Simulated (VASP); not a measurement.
# C (Fd-3m) in VASP: a series of runs

C is run at these levels: PBEsol; tasks: single point.

Everything below comes from runs of VASP 6.6.1. Logs are shortened: lines on timing, memory, paths and dates and some standing lists are left out, and cuts for length are marked.

## (1) The cell of the first run

Symmetry: Fd-3m, No. 227, cubic system. Conventional cell: a = 3.270 Å, b = 3.270 Å, c = 3.270 Å, α = 90.00°, β = 90.00°, γ = 90.00°. Within 1.9 Å of C (site symmetry -43m) lie 4 C at 1.42 Å.

## (2) Single point, PBEsol (strain -0.080 along x and y, -0.080 along z)

File INCAR:

```
SYSTEM = C
  ALGO = Normal
  EDIFF = 1E-6
  ENCUT = 520
  GGA = PS
  ISIF = 2
  ISMEAR = 0
  LASPH = .True.
  LCHARG = .False.
  LREAL = .False.
  LWAVE = .False.
  NBANDS = 11
  NELM = 80
  PREC = Accurate
  SIGMA = 0.05
```

File KPOINTS:

```
k-points
0
Gamma
  12 12 12
  0 0 0
```

File POSCAR:

```
C
1.0
    0.0000000000      1.6347522448      1.6347522448
    1.6347522448      0.0000000000      1.6347522448
    1.6347522448      1.6347522448      0.0000000000
C
2
Direct
    0.5000000000      0.5000000000      0.5000000000
    0.7500000000      0.7500000000      0.7500000000
```

Potentials or basis: VASP PAW PBE potentials, release 64 (C).

Command:

```sh
$ cat potpaw_PBE.64/C/POTCAR > POTCAR
$ mpirun -np 1 vasp_std > vasp.out
```

OUTCAR:

```text
SYSTEM = C
   EDIFF = 1E-6
   ENCUT = 520
   GGA = PS
   ISIF = 2
   ISMEAR = 0
   LASPH = .True.
   LREAL = .False.
   NELM = 80
   PREC = Accurate

 ion  position               nearest neighbor table
   1  0.500  0.500  0.500-   2 1.42   2 1.42   2 1.42   2 1.42
   2  0.750  0.750  0.750-   1 1.42   1 1.42   1 1.42   1 1.42

  LATTYP: Found a face centered cubic cell.
 ALAT       =     3.2695044896

  Lattice vectors:

 A1 = (   0.0000000000,   1.6347522448,   1.6347522448)
 A2 = (   1.6347522448,   0.0000000000,   1.6347522448)
 A3 = (   1.6347522448,   1.6347522448,   0.0000000000)

Analysis of symmetry for initial positions (statically):
=====================================================================
 Subroutine PRICEL returns:
 Original cell was already a primitive cell.

 Routine SETGRP: Setting up the symmetry group for a
 face centered cubic supercell.

 Subroutine GETGRP returns: Found 48 space group operations
 (whereof 24 operations were pure point group operations)
 out of a pool of 48 trial point group operations.

The static configuration has the point symmetry T_d .
 The point group associated with its full space group is O_h .

Analysis of symmetry for dynamics (positions and initial velocities):
=====================================================================
 Subroutine PRICEL returns:
 Original cell was already a primitive cell.

 Routine SETGRP: Setting up the symmetry group for a
 face centered cubic supercell.

 Subroutine GETGRP returns: Found 48 space group operations
 (whereof 24 operations were pure point group operations)
 out of a pool of 48 trial point group operations.

The dynamic configuration has the point symmetry T_d .
 The point group associated with its full space group is O_h .

 Subroutine INISYM returns: Found 48 space group operations
 (whereof 24 operations are pure point group operations),
 and found     1 'primitive' translations

----------------------------------------------------------------------------------------

                                     Primitive cell

  volume of cell :       8.7375

  direct lattice vectors                    reciprocal lattice vectors
     0.000000000  1.634752245  1.634752245    -0.305856745  0.305856745  0.305856745
     1.634752245  0.000000000  1.634752245     0.305856745 -0.305856745  0.305856745
     1.634752245  1.634752245  0.000000000     0.305856745  0.305856745 -0.305856745

  length of vectors
     2.311888796  2.311888796  2.311888796     0.529759422  0.529759422  0.529759422

  position of ions in fractional coordinates (direct lattice)
     0.500000000  0.500000000  0.500000000
     0.750000000  0.750000000  0.750000000

  ion indices of the primitive-cell ions
   primitive index   ion index
                 1           1
                 2           2

----------------------------------------------------------------------------------------

 KPOINTS: k-points

Automatic generation of k-mesh.
 Grid dimensions read from file:
 generate k-points for:   12   12   12

 Generating k-lattice:

  Cartesian coordinates                     Fractional coordinates (reciprocal lattice)
    -0.025488062  0.025488062  0.025488062     0.083333333  0.000000000  0.000000000
     0.025488062 -0.025488062  0.025488062     0.000000000  0.083333333  0.000000000
     0.025488062  0.025488062 -0.025488062     0.000000000  0.000000000  0.083333333

  Length of vectors
     0.044146618  0.044146618  0.044146618

  Shift w.r.t. Gamma in fractional coordinates (k-lattice)
     0.000000000  0.000000000  0.000000000

 Subroutine IBZKPT returns following result:
 ===========================================

 Found     72 irreducible k-points:

 Following reciprocal coordinates:
            Coordinates               Weight
  0.000000  0.000000  0.000000      1.000000
  0.083333  0.000000  0.000000      8.000000
  0.166667  0.000000  0.000000      8.000000
  0.250000  0.000000  0.000000      8.000000
  0.333333  0.000000  0.000000      8.000000
  0.416667  0.000000  0.000000      8.000000
[... 16 lines left out ...]
  0.500000  0.166667  0.000000     24.000000
 -0.416667  0.166667  0.000000     24.000000
 [... further k-points ...]
   k-points           NKPTS =     72   k-points in BZ     NKDIM =     72   number of bands    NBANDS=     11
   number of dos      NEDOS =    301   number of ions     NIONS =      2
   total plane-waves  NPLWV =   5832
   dimension x,y,z NGX =    18 NGY =   18 NGZ =   18
   dimension x,y,z NGXF=    36 NGYF=   36 NGZF=   36
   ions per type =               2
   NGX,Y,Z   is equivalent  to a cutoff of  12.94, 12.94, 12.94 a.u.
   NGXF,Y,Z  is equivalent  to a cutoff of  25.89, 25.89, 25.89 a.u.
 SYSTEM =  C
   PREC   = accura    normal or accurate (medium, high low for compatibility)
   ISTART =      0    job   : 0-new  1-cont  2-samecut
   ICHARG =      2    charge: 1-file 2-atom 10-const
   ISPIN  =      1    spin polarized calculation?
   LNONCOLLINEAR =      F non collinear calculations
   LSORBIT =      F    spin-orbit coupling
   LASPH  =      T    aspherical Exc in radial PAW
   ENCUT  =  520.0 eV  38.22 Ry    6.18 a.u.   4.30  4.30  4.30*2*pi/ulx,y,z
   NELM   =     80;   NELMIN=  2; NELMDL= -5     # of ELM steps
   EDIFF  = 0.1E-05   stopping-criterion for ELM
   LREAL  =      F    real-space projection
   EDIFFG = 0.1E-04   stopping-criterion for IOM
   NSW    =      0    number of steps for IOM
   IBRION =     -1    ionic relax: 0-MD 1-quasi-New 2-CG
   NFREE  =      0    steps in history (QN), initial steepest desc. (CG)
   ISIF   =      2    stress and relaxation
   ISYM   =      2    0-nonsym 1-usesym 2-fastsym
   POTIM  = 0.5000    time-step for ionic-motion
   TEBEG  =    0.0;   TEEND  =   0.0 temperature during run
   PSTRESS=    0.0 pullay stress
   NELECT =       8.0000    total number of electrons
   NUPDOWN=      -1.0000    fix difference up-down
   EMIN   =  10.00;   EMAX   =-10.00  energy-range for DOS
   EFERMI =   0.00;   METHOD = LEGACY
   ISMEAR =     0;   SIGMA  =   0.05  broadening in eV -4-tet -1-fermi 0-gaus
   EFERMI_NEDOS =   21; number of points for ismear=-14 and -15
   IALGO  =     38    algorithm
   IMIX   =      4    mixing-type and parameters
     AMIX     =   0.40;   BMIX     =  1.00
     AMIX_MAG =   1.60;   BMIX_MAG =  1.00
  volume/ion in A,a.u.               =       4.37        29.48
  Fermi-wavevector in a.u.,A,eV,Ry     =   1.589679  3.004059 34.383020  2.527081
  Thomas-Fermi vector in A             =   2.688492
   LORBIT       =      0    0 simple, 1 ext, 2 COOP (PROOUT), +10 PAW based schemes
   GGA     = PS    functional components
   LHFCALC =     F    Hartree Fock is set to
   AEXX    =    0.0000 exact exchange contribution
   IVDW    =     0    specifies the selected vdW correction
   LEPSILON=     F    determine dielectric tensor
   LRPA    =     F    only Hartree local field effects (RPA)
 non-spin polarized calculation
 Gauss-broadening in eV      SIGMA  =   0.05
  energy-cutoff  :      520.00
  volume of cell :        8.74
 maximum number of plane-waves:       259
 NGX is ok and might be reduce to    18
   NGX =  9   NGY =  9   NGZ =  9

 number of electron       8.0000002 magnetization

 Free energy of the ion-electron system (eV)
  ---------------------------------------------------
  ext. energy  EPLUGINS =         0.00000000
  ---------------------------------------------------
  free energy    TOTEN  =       -18.09053841 eV

  energy without entropy =      -18.09053841  energy(sigma->0) =      -18.09053841

 E-fermi :  14.2419     XC(G=0): -14.7621

 val. band max:       13.8683434194   @ k =   0.0000   0.0000   0.0000
 cond. band min:      18.5405871062   @ k =   0.4167   0.4167   0.0000
 fundamental gap:      4.6722436868
 Fermi energy:        14.2418565015

 k-point     1 :       0.0000    0.0000    0.0000
  band No.  band energies     occupation
      1     -11.4932      2.00000
      2      13.8683      2.00000
      3      13.8683      2.00000
      4      13.8683      2.00000
      5      20.1327      0.00000
      6      20.1327      0.00000
      7      20.1327      0.00000
      8      33.6277      0.00000
      9      36.6011      0.00000
     10      43.4627      0.00000
     11      43.4627      0.00000

 k-point     2 :       0.0833    0.0000    0.0000
  band No.  band energies     occupation
      1     -11.2649      2.00000
      2      12.3248      2.00000
      3      13.4344      2.00000
      4      13.4344      2.00000
      5      20.6989      0.00000
      6      20.6989      0.00000
      7      21.2120      0.00000
      8      33.4728      0.00000
      9      36.9463      0.00000
     10      40.6901      0.00000
     11      40.6901      0.00000

 k-point     3 :       0.1667    0.0000    0.0000
  band No.  band energies     occupation
      1     -10.5818      2.00000
      2       9.2506      2.00000
      3      12.5233      2.00000
      4      12.5233      2.00000
      5      21.8789      0.00000
      6      21.8789      0.00000
      7      22.9916      0.00000
      8      33.0716      0.00000
      9      37.7013      0.00000
     10      38.7562      0.00000
     11      38.7562      0.00000

 k-point     4 :       0.2500    0.0000    0.0000
  band No.  band energies     occupation
      1      -9.4496      2.00000
      2       5.8541      2.00000
      3      11.6116      2.00000
      4      11.6116      2.00000
      5      22.8796      0.00000
      6      22.8796      0.00000
      7      24.5054      0.00000
      8      32.5486      0.00000
      9      38.3826      0.00000
     10      38.3826      0.00000
     11      38.4035      0.00000
[... 239 lines left out ...]
 k-point    22 :       0.4167    0.1667    0.0000
  band No.  band energies     occupation
      1      -6.4768      2.00000
      2       2.0720      2.00000
      3       8.6288      2.00000
      4       8.7394      2.00000
      5      21.3612      0.00000
      6      26.8693      0.00000
      7      27.5662      0.00000
      8      29.4021      0.00000
      9      38.3249      0.00000
     10      41.6737      0.00000
     11      45.1373      0.00000

 k-point    23 :       0.5000    0.1667    0.0000
  band No.  band energies     occupation
      1      -4.4093      2.00000
      2      -0.7828      2.00000
      3       7.8132      2.00000
      4       8.7607      2.00000
      5      21.7188      0.00000
      6      26.4019      0.00000
      7      28.5635      0.00000
      8      30.9853      0.00000
      9      37.3169      0.00000
     10      43.2091      0.00000
     11      44.3346      0.00000

 k-point    24 :      -0.4167    0.1667    0.0000
  band No.  band energies     occupation
      1      -3.7131      2.00000
      2      -1.5847      2.00000
      3       7.1731      2.00000
      4       9.2603      2.00000
      5      22.2291      0.00000
      6      25.7676      0.00000
      7      28.7562      0.00000
      8      32.4508      0.00000
      9      36.6017      0.00000
     10      41.0947      0.00000
     11      43.9776      0.00000

 [... further k-points ...]
[... 5 lines left out ...]
  --------------------------------------------------------------------------------------
  -------------------------------------------------------------------------------------
  Total        9.7496822      9.7496822      9.7496822     -0.0000000      0.0000000     -0.0000000
  in kB     1787.7847112   1787.7847112   1787.7847112     -0.0000000      0.0000000     -0.0000000
  external PRESSURE =    1787.7847112 kB  Pullay stress =       0.0000000 kB

 VOLUME and BASIS-vectors are now :
 -----------------------------------------------------------------------------
  energy-cutoff  :      520.00
  volume of cell :        8.74
      direct lattice vectors                 reciprocal lattice vectors
     0.000000000  1.634752245  1.634752245    -0.305856745  0.305856745  0.305856745
     1.634752245  0.000000000  1.634752245     0.305856745 -0.305856745  0.305856745
     1.634752245  1.634752245  0.000000000     0.305856745  0.305856745 -0.305856745

 POSITION                                       TOTAL-FORCE (eV/Angst)
 -----------------------------------------------------------------------------------
      1.63475      1.63475      1.63475        -0.000000     -0.000000     -0.000000
      2.45213      2.45213      2.45213         0.000000      0.000000      0.000000
 -----------------------------------------------------------------------------------
    total drift:                                0.000000     -0.000000      0.000000

  FREE ENERGIE OF THE ION-ELECTRON SYSTEM (eV)
  ---------------------------------------------------
  free  energy   TOTEN  =       -18.0905384082 eV

  energy  without entropy=      -18.0905384082  energy(sigma->0) =      -18.09053841
```

Wall time 4.9 s (1 thread of Intel Xeon Platinum 8488C (Sapphire Rapids), shared host); peak memory 0.11 GiB.

Results:

```yaml
Free_energy: -18.0905 eV
Pressure: 178.8 GPa
Band_gap_on_the_k_mesh: 4.67 eV, indirect (least direct gap 6.26 eV)
```

Caveat: the cell differs from its parent crystal (strain -0.080 along x and y, -0.080 along z); the PAW data sets were made with another functional, which shifts forces and pressure a little.

## (3) Single point, PBEsol (strain -0.040 along x and y, -0.040 along z)

File INCAR:

```
PREC = Accurate
ENCUT = 520
EDIFF = 1E-6
ISMEAR = 0
SIGMA = 0.05
LREAL = False
LASPH = True
NELM = 80
ALGO = Normal
ISIF = 2
LWAVE = False
LCHARG = False
GGA = PS
NBANDS = 11
```

File KPOINTS:

```
Automatic mesh
0
Gamma
  12 12 12
```

File POSCAR:

```
C
1.0
    0.0000000000      1.7058284293      1.7058284293
    1.7058284293      0.0000000000      1.7058284293
    1.7058284293      1.7058284293      0.0000000000
C
2
Direct
    0.5000000000      0.5000000000      0.5000000000
    0.7500000000      0.7500000000      0.7500000000
```

Potentials or basis: VASP PAW PBE potentials, release 64 (C).

Command:

```sh
$ cat potpaw_PBE.64/C/POTCAR > POTCAR
$ mpirun -np 1 vasp_std > vasp.out
```

OUTCAR:

```text
PREC = Accurate
   ENCUT = 520
   EDIFF = 1E-6
   ISMEAR = 0
   LREAL = False
   LASPH = True
   NELM = 80
   ISIF = 2
   GGA = PS

 ion  position               nearest neighbor table
   1  0.500  0.500  0.500-   2 1.48   2 1.48   2 1.48   2 1.48
   2  0.750  0.750  0.750-   1 1.48   1 1.48   1 1.48   1 1.48

  LATTYP: Found a face centered cubic cell.
 ALAT       =     3.4116568586

  Lattice vectors:

 A1 = (   0.0000000000,   1.7058284293,   1.7058284293)
 A2 = (   1.7058284293,   0.0000000000,   1.7058284293)
 A3 = (   1.7058284293,   1.7058284293,   0.0000000000)

Analysis of symmetry for initial positions (statically):
=====================================================================
 Subroutine PRICEL returns:
 Original cell was already a primitive cell.

 Routine SETGRP: Setting up the symmetry group for a
 face centered cubic supercell.

 Subroutine GETGRP returns: Found 48 space group operations
 (whereof 24 operations were pure point group operations)
 out of a pool of 48 trial point group operations.

The static configuration has the point symmetry T_d .
 The point group associated with its full space group is O_h .

Analysis of symmetry for dynamics (positions and initial velocities):
=====================================================================
 Subroutine PRICEL returns:
 Original cell was already a primitive cell.

 Routine SETGRP: Setting up the symmetry group for a
 face centered cubic supercell.

 Subroutine GETGRP returns: Found 48 space group operations
 (whereof 24 operations were pure point group operations)
 out of a pool of 48 trial point group operations.

The dynamic configuration has the point symmetry T_d .
 The point group associated with its full space group is O_h .

 Subroutine INISYM returns: Found 48 space group operations
 (whereof 24 operations are pure point group operations),
 and found     1 'primitive' translations

----------------------------------------------------------------------------------------
[... 116 lines left out ...]
  Thomas-Fermi vector in A             =   2.631885
   LORBIT       =      0    0 simple, 1 ext, 2 COOP (PROOUT), +10 PAW based schemes
   GGA     = PS    functional components
   LHFCALC =     F    Hartree Fock is set to
   AEXX    =    0.0000 exact exchange contribution
   IVDW    =     0    specifies the selected vdW correction
   LEPSILON=     F    determine dielectric tensor
   LRPA    =     F    only Hartree local field effects (RPA)
 non-spin polarized calculation
 Gauss-broadening in eV      SIGMA  =   0.05
  energy-cutoff  :      520.00
  volume of cell :        9.93
 maximum number of plane-waves:       283
 NGX is ok and might be reduce to    18
   NGX =  9   NGY =  9   NGZ =  9

 number of electron       7.9999997 magnetization

 Free energy of the ion-electron system (eV)
  ---------------------------------------------------
  ext. energy  EPLUGINS =         0.00000000
  ---------------------------------------------------
  free energy    TOTEN  =       -18.98370515 eV

  energy without entropy =      -18.98370515  energy(sigma->0) =      -18.98370515

 E-fermi :  11.9999     XC(G=0): -14.1015

 val. band max:       11.7356833376   @ k =   0.0000   0.0000   0.0000
 cond. band min:      16.0926500772   @ k =   0.3333   0.3333   0.0000
 fundamental gap:      4.3569667396
 Fermi energy:        11.9999100630

 k-point     1 :       0.0000    0.0000    0.0000
  band No.  band energies     occupation
      1     -11.6637      2.00000
      2      11.7357      2.00000
      3      11.7357      2.00000
      4      11.7357      2.00000
      5      17.6437      0.00000
      6      17.6437      0.00000
      7      17.6437      0.00000
      8      28.2674      0.00000
      9      32.5148      0.00000
     10      39.7406      0.00000
     11      39.7406      0.00000
[... 309 lines left out ...]
 k-point    24 :      -0.4167    0.1667    0.0000
  band No.  band energies     occupation
      1      -4.6579      2.00000
      2      -2.2594      2.00000
      3       5.6527      2.00000
      4       7.6431      2.00000
      5      19.6704      0.00000
      6      22.7785      0.00000
      7      24.7355      0.00000
      8      28.6967      0.00000
      9      32.6263      0.00000
     10      37.3208      0.00000
     11      38.8673      0.00000

 [... further k-points ...]
[... 5 lines left out ...]
  --------------------------------------------------------------------------------------
  -------------------------------------------------------------------------------------
  Total        4.3722813      4.3722813      4.3722813      0.0000000      0.0000000      0.0000000
  in kB      705.6390980    705.6390980    705.6390980      0.0000000      0.0000000      0.0000000
  external PRESSURE =     705.6390980 kB  Pullay stress =       0.0000000 kB

 VOLUME and BASIS-vectors are now :
 -----------------------------------------------------------------------------
  energy-cutoff  :      520.00
  volume of cell :        9.93
      direct lattice vectors                 reciprocal lattice vectors
     0.000000000  1.705828429  1.705828429    -0.293112714  0.293112714  0.293112714
     1.705828429  0.000000000  1.705828429     0.293112714 -0.293112714  0.293112714
     1.705828429  1.705828429  0.000000000     0.293112714  0.293112714 -0.293112714

 POSITION                                       TOTAL-FORCE (eV/Angst)
 -----------------------------------------------------------------------------------
      1.70583      1.70583      1.70583         0.000000      0.000000      0.000000
      2.55874      2.55874      2.55874        -0.000000     -0.000000     -0.000000
 -----------------------------------------------------------------------------------
    total drift:                                0.000000     -0.000000      0.000000

  FREE ENERGIE OF THE ION-ELECTRON SYSTEM (eV)
  ---------------------------------------------------
  free  energy   TOTEN  =       -18.9837051523 eV

  energy  without entropy=      -18.9837051523  energy(sigma->0) =      -18.98370515
```

It took 4.6 s on 1 thread of Intel Xeon Platinum 8488C (Sapphire Rapids), shared host; peak memory 0.11 GiB.

Results:

```yaml
Free_energy: -18.9837 eV
Pressure: 70.6 GPa
Band_gap_on_the_k_mesh: 4.36 eV, indirect (least direct gap 5.91 eV)
```

Levels at points of the mesh, in eV from the valence-band top:
| k point | band 1 | band 2 | band 3 | band 4 | band 5 | band 6 | band 7 | band 8 | band 9 |
| --- | --- | --- | --- | --- | --- | --- | --- | --- | --- |
| (0.00, 0.00, 0.00) | -23.40 | 0.00 | 0.00 | 0.00 | 5.91 | 5.91 | 5.91 | 16.53 | 20.78 |
| (0.50, 0.00, 0.00) | -16.75 | -15.04 | -3.17 | -3.17 | 8.94 | 8.94 | 10.72 | 16.65 | 23.72 |
| (0.50, 0.50, 0.00) | -13.78 | -13.78 | -7.19 | -7.19 | 4.87 | 4.87 | 18.92 | 18.92 | 25.74 |

Caveat: the cell differs from its parent crystal (strain -0.040 along x and y, -0.040 along z); the PAW data sets were made with another functional, which shifts forces and pressure a little.

(Continued in part 2 of 2.)
